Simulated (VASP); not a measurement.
Crystal: ZrB.

```
CELL_PARAMETERS angstrom
0.00000 2.41451 2.41451
2.41451 0.00000 2.41451
2.41451 2.41451 0.00000
ATOMIC_POSITIONS crystal
Zr 0.50000 0.50000 0.50000
B 0.00000 0.00000 0.00000
```

Base run:

```yaml
Program: VASP 6.6.1
Functional: r2SCAN
Dispersion: rVV10
Potentials_or_basis: VASP PAW PBE potentials, release 64 (Zr_sv, B)
Cutoff: 550 eV
k_mesh: 8 × 8 × 8
Occupations: gaussian, width 0.05 eV
Spin: no spin polarisation
```

Its results: pressure 8.4 GPa.

Q: The run is repeated on the same cell with these changes: dispersion from rVV10 to none. What comes out?

A: Pressure 9.3 GPa.

Dispersion adds attraction, which lowers the pressure at fixed volume.

Caveats: the PAW data sets were made with another functional, which shifts forces and pressure a little.
